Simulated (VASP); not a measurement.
# Al27H (a cell with a defect) in VASP: single point with LDA

Aim: the single point of Al27H (a cell with a defect) with LDA.

Everything below comes from runs of VASP 6.6.1. Logs are shortened: lines on timing, memory, paths and dates and some standing lists are left out, and cuts for length are marked.

**1. The cell of the first run**

The cell holds a defect, 28 atoms: a = 8.449 Å, b = 8.449 Å, c = 8.449 Å, α = 60.00°, β = 60.00°, γ = 60.00°.

**2. Single point, LDA**

Contents of INCAR:

```
  PREC = Accurate
  ENCUT = 520
  EDIFF = 1E-7
  ISMEAR = 1
  SIGMA = 0.1
  LREAL = Auto
  LASPH = T
  NELM = 80
  ALGO = Normal
  ISIF = 2
  LWAVE = F
  LCHARG = F
  GGA = CA
  NBANDS = 61
```

Contents of KPOINTS:

```
regular mesh
0
Gamma
  4 4 4
```

Contents of POSCAR:

```
Al27H
1.0
    0.0000000000      5.9741154259      5.9741154259
    5.9741154259      0.0000000000      5.9741154259
    5.9741154259      5.9741154259      0.0000000000
Al H
27 1
Direct
   -0.0055194772     -0.0055194772     -0.0055194772
   -0.0055194772     -0.0055194772      0.3498917648
    0.0001997094      0.0001997094      0.6664669573
   -0.0055194772      0.3498917648     -0.0055194772
   -0.0002610082      0.3330769595      0.3330769595
   -0.0002610082      0.3330769595      0.6674404225
    0.0001997094      0.6664669573      0.0001997094
   -0.0002610082      0.6674404225      0.3330769595
    0.0001997094      0.6664669573      0.6664669573
    0.3498917648     -0.0055194772     -0.0055194772
    0.3330769595     -0.0002610082      0.3330769595
    0.3330769595     -0.0002610082      0.6674404225
    0.3330769595      0.3330769595     -0.0002610082
    0.3333333333      0.3333333333      0.3333333333
    0.3330769595      0.3330769595      0.6674404225
    0.3330769595      0.6674404225     -0.0002610082
    0.3330769595      0.6674404225      0.3330769595
    0.3346896022      0.6662145770      0.6662145770
    0.6664669573      0.0001997094      0.0001997094
    0.6674404225     -0.0002610082      0.3330769595
    0.6664669573      0.0001997094      0.6664669573
    0.6674404225      0.3330769595     -0.0002610082
    0.6674404225      0.3330769595      0.3330769595
    0.6662145770      0.3346896022      0.6662145770
    0.6664669573      0.6664669573      0.0001997094
    0.6662145770      0.6662145770      0.3346896022
    0.6662145770      0.6662145770      0.6662145770
    0.0833333333      0.0833333333      0.0833333333
```

Potentials or basis: VASP PAW LDA potentials, release 64 (Al, H).

Run with:

```sh
> cat potpaw_LDA.64/Al/POTCAR potpaw_LDA.64/H/POTCAR > POTCAR
> mpirun -np 1 vasp_std > vasp.out
```

OUTCAR:

```text
PREC = Accurate
   ENCUT = 520
   EDIFF = 1E-7
   ISMEAR = 1
   LREAL = Auto
   LASPH = T
   NELM = 80
   ISIF = 2
   GGA = CA

 ion  position               nearest neighbor table
   1  0.994  0.994  0.994-  28 1.84   7 2.72  19 2.72   3 2.72  12 2.81  16 2.81   6 2.81  20 2.81
                            22 2.81   8 2.81   4 3.00   2 3.00  10 3.00
   2  0.994  0.994  0.350-  28 1.84  21 2.72   9 2.72   3 2.72   8 2.81  20 2.81  23 2.81  17 2.81
                            11 2.81   5 2.81   4 3.00   1 3.00  10 3.00
   3  0.000  0.000  0.666-   1 2.72   2 2.72   6 2.81  12 2.81  11 2.81   5 2.81   7 2.82   9 2.82
                            19 2.82  21 2.82  18 2.82  24 2.82
   4  0.994  0.350  0.994-  28 1.84  25 2.72   9 2.72   7 2.72   6 2.81  22 2.81  15 2.81  23 2.81
                            13 2.81   5 2.81   1 3.00   2 3.00  10 3.00
   5  1.000  0.333  0.333-  23 2.81   4 2.81   2 2.81   7 2.81   3 2.81  24 2.82  26 2.82  13 2.82
                            11 2.82  14 2.82   6 2.82   8 2.82
   6  1.000  0.333  0.667-  22 2.81   4 2.81   1 2.81   3 2.81   9 2.81  27 2.82  24 2.82  15 2.82
                            12 2.82  14 2.82   8 2.82   5 2.82
   7  0.000  0.666  0.000-   1 2.72   4 2.72   8 2.81  16 2.81  13 2.81   5 2.81   3 2.82   9 2.82
                            19 2.82  25 2.82  18 2.82  26 2.82
   8  1.000  0.667  0.333-  20 2.81   2 2.81   1 2.81   7 2.81   9 2.81  27 2.82  26 2.82  17 2.82
                            16 2.82  14 2.82   5 2.82   6 2.82
   9  0.000  0.666  0.666-   2 2.72   4 2.72  15 2.81  17 2.81   6 2.81   8 2.81   7 2.82   3 2.82
[... 22 lines left out ...]
                            23 2.82  14 2.82  12 2.82  11 2.82
  21  0.666  0.000  0.666-   2 2.72  10 2.72  15 2.81  23 2.81  12 2.81  20 2.81  19 2.82   9 2.82
                             3 2.82  25 2.82  24 2.82  27 2.82
  22  0.667  0.333  1.000-   6 2.81   4 2.81   1 2.81  19 2.81  25 2.81  27 2.82  24 2.82  23 2.82
                            20 2.82  14 2.82  13 2.82  16 2.82
  23  0.667  0.333  0.333-   5 2.81   4 2.81   2 2.81  21 2.81  25 2.81  24 2.82  26 2.82  22 2.82
                            20 2.82  14 2.82  15 2.82  17 2.82
  24  0.666  0.335  0.666-  18 2.80  26 2.80  27 2.80  15 2.82  23 2.82  13 2.82   5 2.82  22 2.82
                             6 2.82  21 2.82  19 2.82   3 2.82
  25  0.666  0.666  0.000-   4 2.72  10 2.72  17 2.81  23 2.81  22 2.81  16 2.81  19 2.82  21 2.82
                             9 2.82   7 2.82  26 2.82  27 2.82
  26  0.666  0.666  0.335-  18 2.80  24 2.80  27 2.80  17 2.82  23 2.82  11 2.82   5 2.82  20 2.82
                             8 2.82  25 2.82  19 2.82   7 2.82
  27  0.666  0.666  0.666-  18 2.80  24 2.80  26 2.80  16 2.82   6 2.82  20 2.82  22 2.82   8 2.82
                            12 2.82  21 2.82  25 2.82   9 2.82
  28  0.083  0.083  0.083-   1 1.84   4 1.84  10 1.84   2 1.84

  LATTYP: Found a face centered cubic cell.
 ALAT       =    11.9482308518

  Lattice vectors:

 A1 = (   0.0000000000,   5.9741154259,   5.9741154259)
 A2 = (   5.9741154259,   0.0000000000,   5.9741154259)
 A3 = (   5.9741154259,   5.9741154259,   0.0000000000)

Analysis of symmetry for initial positions (statically):
[... 179 lines left out ...]
   IALGO  =     38    algorithm
   IMIX   =      4    mixing-type and parameters
     AMIX     =   0.40;   BMIX     =  1.00
     AMIX_MAG =   1.60;   BMIX_MAG =  1.00
  volume/ion in A,a.u.               =      15.23       102.78
  Fermi-wavevector in a.u.,A,eV,Ry     =   0.944922  1.785643 12.148330  0.892877
  Thomas-Fermi vector in A             =   2.072773
   LORBIT       =      0    0 simple, 1 ext, 2 COOP (PROOUT), +10 PAW based schemes
   GGA     = CA    functional components
   LHFCALC =     F    Hartree Fock is set to
   AEXX    =    0.0000 exact exchange contribution
   IVDW    =     0    specifies the selected vdW correction
   LEPSILON=     F    determine dielectric tensor
   LRPA    =     F    only Hartree local field effects (RPA)
 non-spin polarized calculation
 Methfessel and Paxton  Order N= 1 SIGMA  =   0.10
  energy-cutoff  :      520.00
  volume of cell :      426.43
 maximum number of plane-waves:     11575
 NGX is ok and might be reduce to    64
   NGX = 31   NGY = 31   NGZ = 31

 number of electron      82.0000000 magnetization

 Free energy of the ion-electron system (eV)
  ---------------------------------------------------
  ext. energy  EPLUGINS =         0.00000000
  ---------------------------------------------------
  free energy    TOTEN  =      -116.33097977 eV

  energy without entropy =     -116.32097068  energy(sigma->0) =     -116.32764340

 E-fermi :   8.1754     XC(G=0): -10.5321

 val. band max:        8.1620050832   @ k =   0.5000   0.2500   0.0000
 cond. band min:       8.3053753475   @ k =   0.2500   0.2500   0.0000
 fundamental gap:      0.1433702643
 Fermi energy:         8.1753657612

 k-point     1 :       0.0000    0.0000    0.0000
  band No.  band energies     occupation
      1      -3.2964      2.00000
      2      -1.2032      2.00000
      3      -0.1213      2.00000
      4      -0.1213      2.00000
      5      -0.1213      2.00000
      6      -0.0886      2.00000
[... 437 lines left out ...]
     52       9.9813     -0.00000
     53      10.7875      0.00000
 [bands above 53 left out]

------------------------ aborting loop because EDIFF is reached ----------------------------------------

  FORCE on cell =-STRESS in cart. coord.  units (eV):
  Direction    XX          YY          ZZ          XY          YZ          ZX
  --------------------------------------------------------------------------------------
  -------------------------------------------------------------------------------------
  Total        3.1594022      3.1594022      3.1594022      0.0000000     -0.0000000      0.0000000
  in kB       11.8703816     11.8703816     11.8703816      0.0000000     -0.0000000      0.0000000
  external PRESSURE =      11.8703816 kB  Pullay stress =       0.0000000 kB

 VOLUME and BASIS-vectors are now :
 -----------------------------------------------------------------------------
  energy-cutoff  :      520.00
  volume of cell :      426.43
      direct lattice vectors                 reciprocal lattice vectors
     0.000000000  5.974115426  5.974115426    -0.083694399  0.083694399  0.083694399
     5.974115426  0.000000000  5.974115426     0.083694399 -0.083694399  0.083694399
     5.974115426  5.974115426  0.000000000     0.083694399  0.083694399 -0.083694399

 POSITION                                       TOTAL-FORCE (eV/Angst)
 -----------------------------------------------------------------------------------
     11.88228     11.88228     11.88228         0.001441      0.001441      0.001441
      8.03144      8.03144     11.88228        -0.001441     -0.001441      0.001441
      3.98274      3.98274      0.00239        -0.000000     -0.000000     -0.001432
      8.03144     11.88228      8.03144        -0.001441      0.001441     -0.001441
      3.97968      7.96240      7.96240        -0.003425     -0.000532     -0.000532
      5.97721      9.95992      7.96240         0.000532      0.003425     -0.000532
[... 20 lines left out ...]
      7.96009      7.96009      7.96009         0.002042      0.002042      0.002042
      0.99569      0.99569      0.99569        -0.000000     -0.000000     -0.000000
 -----------------------------------------------------------------------------------
    total drift:                               -0.000003     -0.000003     -0.000003

  FREE ENERGIE OF THE ION-ELECTRON SYSTEM (eV)
  ---------------------------------------------------
  free  energy   TOTEN  =      -116.3309797667 eV

  energy  without entropy=     -116.3209706785  energy(sigma->0) =     -116.32764340
```

Wall time 3.8 min (1 thread of Intel Xeon 6975P-C (Granite Rapids), shared host); peak memory 0.48 GiB.

Results:

```
Free energy            : -116.3310 eV
Pressure               : 1.2 GPa
Largest force          : 0.004 eV/Å
Band gap on the k mesh : zero (band 41 reaches 8.93 eV, above the bottom of band 42 at 7.97 eV)
```

Forces on the atoms (eV/Å):
```
Al   0.001  0.001  0.001
Al  -0.001 -0.001  0.001
Al   0.000  0.000 -0.001
Al  -0.001  0.001 -0.001
Al  -0.003 -0.001 -0.001
Al   0.001  0.003 -0.001
Al   0.000 -0.001  0.000
Al   0.001 -0.001  0.003
Al   0.001  0.000  0.000
Al   0.001 -0.001 -0.001
Al  -0.001 -0.003 -0.001
Al   0.003  0.001 -0.001
Al  -0.001 -0.001 -0.003
Al   0.000  0.000  0.000
Al   0.001  0.001 -0.003
Al   0.003 -0.001  0.001
Al   0.001 -0.003  0.001
Al   0.002 -0.002 -0.002
Al  -0.001  0.000  0.000
Al  -0.001  0.001  0.003
Al   0.000  0.001  0.000
Al  -0.001  0.003  0.001
Al  -0.003  0.001  0.001
Al  -0.002  0.002 -0.002
Al   0.000  0.000  0.001
Al  -0.002 -0.002  0.002
Al   0.002  0.002  0.002
H    0.000  0.000  0.000
```

Levels at points of the mesh, in eV from the Fermi level:
```tsv
k point	band 37	band 38	band 39	band 40	band 41	band 42	band 43	band 44
(0.00, 0.00, 0.00)	-1.00	-0.97	-0.97	0.30	0.41	0.41	0.41	0.48
(0.50, 0.00, 0.00)	-0.68	-0.66	-0.63	-0.63	0.76	1.08	1.08	1.09
(0.50, 0.50, 0.00)	-0.63	-0.60	-0.60	-0.54	0.34	0.82	0.82	0.84
```
